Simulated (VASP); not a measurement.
# GaN (Fm-3m) in VASP: further runs

GaN is run at these levels: r2SCAN; tasks: single point.

All numbers are computed with VASP 6.6.1; they aren't measurements. Logs are shortened: lines on timing, memory, paths and dates and some standing lists are left out, and cuts for length are marked.

## (1) The cell of the first run

Symmetry: Fm-3m, No. 225, cubic system. The conventional cell has a = 4.217 Å, b = 4.217 Å, c = 4.217 Å, α = 90.00°, β = 90.00°, γ = 90.00°. Ga (site symmetry m-3m) has 6 N at 2.11 Å within 2.8 Å. N (site symmetry m-3m) has 6 Ga at 2.11 Å within 2.8 Å.

## (2) Single point, r2SCAN

POSCAR

```
GaN
1.0
    0.0000000000      2.1085153661      2.1085153661
    2.1085153661      0.0000000000      2.1085153661
    2.1085153661      2.1085153661      0.0000000000
Ga N
1 1
Direct
    0.5000000000      0.5000000000      0.5000000000
    0.0000000000      0.0000000000      0.0000000000
```

INCAR.step1

```
PREC = Accurate
ENCUT = 910
ISMEAR = 0
SIGMA = 0.01
LREAL = False
LASPH = True
NELM = 120
NBANDS = 16
GGA = PE
ALGO = Normal
EDIFF = 1E-5
LWAVE = True
LCHARG = False
GGA_COMPAT = False
```

INCAR.step2

```
PREC = Accurate
ENCUT = 910
EDIFF = 1E-6
ISMEAR = 0
SIGMA = 0.01
LREAL = False
LASPH = True
NELM = 120
ALGO = Normal
ISIF = 2
LWAVE = False
LCHARG = False
METAGGA = R2SCAN
LMIXTAU = True
NBANDS = 16
ISTART = 1
GGA_COMPAT = False
```

KPOINTS

```
regular mesh
0
Gamma
  8 8 8
```

Potentials or basis: VASP PAW PBE potentials, release 64 (Ga_d, N_h).

Started as:

```sh
$ cat potpaw_PBE.64/Ga_d/POTCAR potpaw_PBE.64/N_h/POTCAR > POTCAR
$ cp INCAR.step1 INCAR
$ mpirun -np 1 vasp_std > vasp.out
$ cp INCAR.step2 INCAR
$ mpirun -np 1 vasp_std > vasp.out
```

OUTCAR:

```text
PREC = Accurate
   ENCUT = 910
   EDIFF = 1E-6
   ISMEAR = 0
   LREAL = False
   LASPH = True
   NELM = 120
   ISIF = 2
   METAGGA = R2SCAN
   ISTART = 1

 ion  position               nearest neighbor table
   1  0.500  0.500  0.500-   2 2.11   2 2.11   2 2.11   2 2.11   2 2.11   2 2.11
   2  0.000  0.000  0.000-   1 2.11   1 2.11   1 2.11   1 2.11   1 2.11   1 2.11

  LATTYP: Found a face centered cubic cell.
 ALAT       =     4.2170307322

  Lattice vectors:

 A1 = (   0.0000000000,   2.1085153661,   2.1085153661)
 A2 = (   2.1085153661,   0.0000000000,   2.1085153661)
 A3 = (   2.1085153661,   2.1085153661,   0.0000000000)

Analysis of symmetry for initial positions (statically):
=====================================================================
 Subroutine PRICEL returns:
 Original cell was already a primitive cell.

 Routine SETGRP: Setting up the symmetry group for a
 face centered cubic supercell.

 Subroutine GETGRP returns: Found 48 space group operations
 (whereof 48 operations were pure point group operations)
 out of a pool of 48 trial point group operations.

The static configuration has the point symmetry O_h .

Analysis of symmetry for dynamics (positions and initial velocities):
=====================================================================
 Subroutine PRICEL returns:
 Original cell was already a primitive cell.

 Routine SETGRP: Setting up the symmetry group for a
 face centered cubic supercell.

 Subroutine GETGRP returns: Found 48 space group operations
 (whereof 48 operations were pure point group operations)
 out of a pool of 48 trial point group operations.

The dynamic configuration has the point symmetry O_h .

 Subroutine INISYM returns: Found 48 space group operations
 (whereof 48 operations are pure point group operations),
 and found     1 'primitive' translations

----------------------------------------------------------------------------------------

                                     Primitive cell

  volume of cell :      18.7482

  direct lattice vectors                    reciprocal lattice vectors
     0.000000000  2.108515366  2.108515366    -0.237133676  0.237133676  0.237133676
     2.108515366  0.000000000  2.108515366     0.237133676 -0.237133676  0.237133676
     2.108515366  2.108515366  0.000000000     0.237133676  0.237133676 -0.237133676

  length of vectors
     2.981891027  2.981891027  2.981891027     0.410727575  0.410727575  0.410727575
[... 75 lines left out ...]
   ISPIN  =      1    spin polarized calculation?
   LNONCOLLINEAR =      F non collinear calculations
   LSORBIT =      F    spin-orbit coupling
   LASPH  =      T    aspherical Exc in radial PAW
   ENCUT  =  910.0 eV  66.88 Ry    8.18 a.u.   7.33  7.33  7.33*2*pi/ulx,y,z
   NELM   =    120;   NELMIN=  2; NELMDL=  0     # of ELM steps
   EDIFF  = 0.1E-05   stopping-criterion for ELM
   LREAL  =      F    real-space projection
   EDIFFG = 0.1E-04   stopping-criterion for IOM
   NSW    =      0    number of steps for IOM
   IBRION =     -1    ionic relax: 0-MD 1-quasi-New 2-CG
   NFREE  =      0    steps in history (QN), initial steepest desc. (CG)
   ISIF   =      2    stress and relaxation
   ISYM   =      2    0-nonsym 1-usesym 2-fastsym
   POTIM  = 0.5000    time-step for ionic-motion
   TEBEG  =    0.0;   TEEND  =   0.0 temperature during run
   PSTRESS=    0.0 pullay stress
   NELECT =      18.0000    total number of electrons
   NUPDOWN=      -1.0000    fix difference up-down
   EMIN   =  10.00;   EMAX   =-10.00  energy-range for DOS
   EFERMI =   0.00;   METHOD = LEGACY
   ISMEAR =     0;   SIGMA  =   0.01  broadening in eV -4-tet -1-fermi 0-gaus
   EFERMI_NEDOS =   21; number of points for ismear=-14 and -15
   IALGO  =     38    algorithm
   IMIX   =      4    mixing-type and parameters
     AMIX     =   0.40;   BMIX     =  1.00
     AMIX_MAG =   1.60;   BMIX_MAG =  1.00
  volume/ion in A,a.u.               =       9.37        63.26
  Fermi-wavevector in a.u.,A,eV,Ry     =   1.615024  3.051952 35.488097  2.608302
  Thomas-Fermi vector in A             =   2.709838
   LORBIT       =      0    0 simple, 1 ext, 2 COOP (PROOUT), +10 PAW based schemes
   METAGGA = R2SCAN    functional components
   LHFCALC =     F    Hartree Fock is set to
   AEXX    =    0.0000 exact exchange contribution
   IVDW    =     0    specifies the selected vdW correction
   LEPSILON=     F    determine dielectric tensor
   LRPA    =     F    only Hartree local field effects (RPA)
 non-spin polarized calculation
 Gauss-broadening in eV      SIGMA  =   0.01
  energy-cutoff  :      910.00
  volume of cell :       18.75
 maximum number of plane-waves:      1211
 NGX is ok and might be reduce to    30
   NGX = 15   NGY = 15   NGZ = 15

 number of electron      18.0000002 magnetization

 Free energy of the ion-electron system (eV)
  ---------------------------------------------------
  ext. energy  EPLUGINS =         0.00000000
  ---------------------------------------------------
  free energy    TOTEN  =       -20.97451847 eV

  energy without entropy =      -20.97451847  energy(sigma->0) =      -20.97451847

 E-fermi :   8.1545     XC(G=0): -14.2094

 val. band max:        8.0890604426   @ k =  -0.2500   0.1250   0.0000
 cond. band min:       9.2593287985   @ k =   0.5000   0.5000   0.0000
 fundamental gap:      1.1702683559
 Fermi energy:         8.1544813800

 k-point     1 :       0.0000    0.0000    0.0000
  band No.  band energies     occupation
      1     -10.0285      2.00000
      2      -6.2778      2.00000
      3      -6.2778      2.00000
      4      -6.2778      2.00000
      5      -6.2083      2.00000
      6      -6.2083      2.00000
[... 433 lines left out ...]
      3      -6.3278      2.00000
      4      -6.2318      2.00000
      5      -6.0496      2.00000
      6      -4.9358      2.00000
[... 8 lines left out ...]
     15      28.1466      0.00000
     16      32.9803      0.00000

 [... further k-points ...]
[... 5 lines left out ...]
  --------------------------------------------------------------------------------------
  -------------------------------------------------------------------------------------
  Total        0.1153030      0.1153030      0.1153030      0.0000000     -0.0000000      0.0000000
  in kB        9.8535082      9.8535082      9.8535082      0.0000000     -0.0000000      0.0000000
  external PRESSURE =       9.8535082 kB  Pullay stress =       0.0000000 kB

 VOLUME and BASIS-vectors are now :
 -----------------------------------------------------------------------------
  energy-cutoff  :      910.00
  volume of cell :       18.75
      direct lattice vectors                 reciprocal lattice vectors
     0.000000000  2.108515366  2.108515366    -0.237133676  0.237133676  0.237133676
     2.108515366  0.000000000  2.108515366     0.237133676 -0.237133676  0.237133676
     2.108515366  2.108515366  0.000000000     0.237133676  0.237133676 -0.237133676

 POSITION                                       TOTAL-FORCE (eV/Angst)
 -----------------------------------------------------------------------------------
      2.10852      2.10852      2.10852         0.000000      0.000000      0.000000
      0.00000      0.00000      0.00000        -0.000000     -0.000000     -0.000000
 -----------------------------------------------------------------------------------
    total drift:                                0.000000     -0.000000      0.000000

  FREE ENERGIE OF THE ION-ELECTRON SYSTEM (eV)
  ---------------------------------------------------
  free  energy   TOTEN  =       -20.9745184692 eV

  energy  without entropy=      -20.9745184692  energy(sigma->0) =      -20.97451847
```

OUTCAR.step1:

```text
PREC = Accurate
   ENCUT = 910
   ISMEAR = 0
   LREAL = False
   LASPH = True
[... 678 lines left out ...]
      2.10852      2.10852      2.10852         0.000000      0.000000     -0.000000
      0.00000      0.00000      0.00000        -0.000000     -0.000000      0.000000
 -----------------------------------------------------------------------------------
    total drift:                                0.000000     -0.000000      0.000000

  FREE ENERGIE OF THE ION-ELECTRON SYSTEM (eV)
  ---------------------------------------------------
  free  energy   TOTEN  =       -11.1920285288 eV

  energy  without entropy=      -11.1920285288  energy(sigma->0) =      -11.19202853
```

OSZICAR.step1:

```text
N       E                     dE             d eps       ncg     rms          rms(c)
DAV:   1     0.115203717048E+03    0.11520E+03   -0.12833E+04   992   0.310E+03
DAV:   2    -0.243146487646E+01   -0.11764E+03   -0.10708E+03  1016   0.458E+02
DAV:   3    -0.128505196945E+02   -0.10419E+02   -0.10316E+02  1048   0.911E+01
DAV:   4    -0.130161764148E+02   -0.16566E+00   -0.16556E+00  1128   0.111E+01
DAV:   5    -0.130179688812E+02   -0.17925E-02   -0.17924E-02  1120   0.109E+00    0.731E+00
DAV:   6    -0.112182333640E+02    0.17997E+01   -0.44037E+00  1320   0.399E+01    0.182E+00
DAV:   7    -0.112058792250E+02    0.12354E-01   -0.19160E-01  1112   0.468E+00    0.117E+00
DAV:   8    -0.111931670820E+02    0.12712E-01   -0.31619E-02  1056   0.230E+00    0.255E-01
DAV:   9    -0.111920072314E+02    0.11599E-02   -0.46660E-03  1200   0.178E+00    0.760E-02
DAV:  10    -0.111920244866E+02   -0.17255E-04   -0.41612E-04  1240   0.283E-01    0.123E-02
DAV:  11    -0.111920285288E+02   -0.40422E-05   -0.30957E-05  1048   0.628E-02
   1 F= -.11192029E+02 E0= -.11192029E+02  d E =-.375311E-14
```

Wall time 60 s (1 thread of AMD EPYC 9R45 (Zen 5), shared host); peak memory 0.15 GiB.

What came out:

```yaml
Free_energy: -20.9745 eV
Pressure: 1.0 GPa
Band_gap_on_the_k_mesh: 1.17 eV, indirect (least direct gap 3.40 eV)
```

Caveat: the cutoff is under 1.25 times the usual one of these potentials, so pressure, stress and relaxed cells hold a basis-set (Pulay) error; the PAW data sets were made with another functional, which shifts forces and pressure a little. A k mesh can miss the band edges.

## (3) Single point, r2SCAN

POSCAR is that of step 2.

INCAR.step1

```
  PREC = Accurate
  ENCUT = 910
  ISMEAR = 0
  SIGMA = 0.01
  LREAL = False
  LASPH = True
  NELM = 120
  NBANDS = 16
  GGA = PE
  ALGO = Normal
  EDIFF = 1E-5
  LWAVE = True
  LCHARG = False
  GGA_COMPAT = False
```

INCAR.step2

```
  PREC = Accurate
  ENCUT = 910
  EDIFF = 1E-6
  ISMEAR = 0
  SIGMA = 0.01
  LREAL = False
  LASPH = True
  NELM = 120
  ALGO = Normal
  ISIF = 2
  LWAVE = False
  LCHARG = False
  METAGGA = R2SCAN
  LMIXTAU = True
  NBANDS = 16
  ISTART = 1
  GGA_COMPAT = False
```

KPOINTS

```
regular mesh
0
Gamma
  10 10 10
```

Potentials or basis: VASP PAW PBE potentials, release 64 (Ga_d, N_h).

Started as:

```sh
$ cat potpaw_PBE.64/Ga_d/POTCAR potpaw_PBE.64/N_h/POTCAR > POTCAR
$ cp INCAR.step1 INCAR
$ mpirun -np 1 vasp_std > vasp.out
$ cp INCAR.step2 INCAR
$ mpirun -np 1 vasp_std > vasp.out
```

It took 2.1 min on 1 thread of Intel Xeon Platinum 8488C (Sapphire Rapids), shared host; peak memory 0.19 GiB.

The run converged. Its results:

```yaml
Free_energy: -20.9755 eV
Pressure: 1.0 GPa
Band_gap_on_the_k_mesh: 1.18 eV, indirect (least direct gap 3.40 eV)
```

Levels at points of the mesh, in eV from the valence-band top:
```csv
k point,band 6,band 7,band 8,band 9,band 10,band 11,band 12,band 13
"(0.00, 0.00, 0.00)",-14.29,-0.50,-0.50,-0.50,2.90,15.52,15.52,15.52
"(0.50, 0.00, 0.00)",-14.13,-8.36,-0.15,-0.15,5.42,9.88,9.88,10.44
"(0.50, 0.50, 0.00)",-11.51,-7.25,-3.12,-3.12,1.18,8.54,13.15,15.78
```

Caveat: the cutoff is under 1.25 times the usual one of these potentials, so pressure, stress and relaxed cells hold a basis-set (Pulay) error; the PAW data sets were made with another functional, which shifts forces and pressure a little. A k mesh can miss the band edges.
